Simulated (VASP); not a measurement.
Input of a VASP 6.6.1 run:

File INCAR:

```
PREC = Accurate
ENCUT = 520
EDIFF = 1E-6
ISMEAR = -1
SIGMA = 0.05
LREAL = F
LASPH = T
NELM = 60
ALGO = Normal
ISIF = 2
LWAVE = F
LCHARG = T
GGA = PS
LELF = T
LVHAR = T
NBANDS = 18
```

The input KPOINTS:

```
regular mesh
0
Gamma
  10 10 10
```

The input POSCAR:

```
TiAl3
1.0
   -1.9085787147      1.9085787147      4.2733146776
    1.9085787147     -1.9085787147      4.2733146776
    1.9085787147      1.9085787147     -4.2733146776
Ti Al
1 3
Direct
    0.0000000000      0.0000000000      0.0000000000
    0.2500000000      0.7500000000      0.5000000000
    0.7500000000      0.2500000000      0.5000000000
    0.5000000000      0.5000000000      0.0000000000
```

Potentials or basis: VASP PAW PBE potentials, release 64 (Ti_sv, Al).

Command:

```sh
$ cat potpaw_PBE.64/Ti_sv/POTCAR potpaw_PBE.64/Al/POTCAR > POTCAR
$ mpirun -np 1 vasp_std > vasp.out
```

Q: Estimate the pressure.

A: 0.1 GPa.

Q: What does it give for the band gap on the k mesh?

A: Zero (an odd number of electrons rules out a gap without spin polarisation).

Caveat: the PAW data sets were made with another functional, which shifts forces and pressure a little.
